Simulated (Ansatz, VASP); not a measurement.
# One calculation of AlAs, two programs

```
CELL_PARAMETERS angstrom
0.00000 2.86421 2.86421
2.86421 0.00000 2.86421
2.86421 2.86421 0.00000
ATOMIC_POSITIONS crystal
Al 0.00000 0.00000 0.00000
As 0.25000 0.25000 0.25000
```

Alike in both runs: functional PBE; k mesh 8 × 8 × 8; occupations gaussian, width 0.02 eV; no spin polarisation.

Ansatz relaxed the structure, and its values are those at the end. VASP's run is a single point on that final structure, the one shown.

|  | VASP | Ansatz |
| --- | --- | --- |
| version | VASP 6.6.1 | Ansatz 0.2.0 |
| potentials or method | VASP PAW PBE potentials, release 64 (Al, As), cutoff 500 eV | scalar-relativistic, plane waves, PAW |
| valence electrons in the cell | 8 | 18 |

VASP gave:

| Quantity | Value |
| --- | --- |
| gap on the k mesh at the Fermi level (eV) | 1.49 |
| least direct gap on the mesh (eV) | 1.78 |
| pressure (GPa) | 0.2 |

**Question.** Estimate Ansatz's values.

**Answer.** gap on the k mesh at the Fermi level (eV): 1.50; least direct gap on the mesh (eV): 1.78; pressure (GPa): 0.0.

VASP's potentials hold 8 valence electrons a cell and Ansatz's 18, so a difference there can come from the potentials and not from the codes.
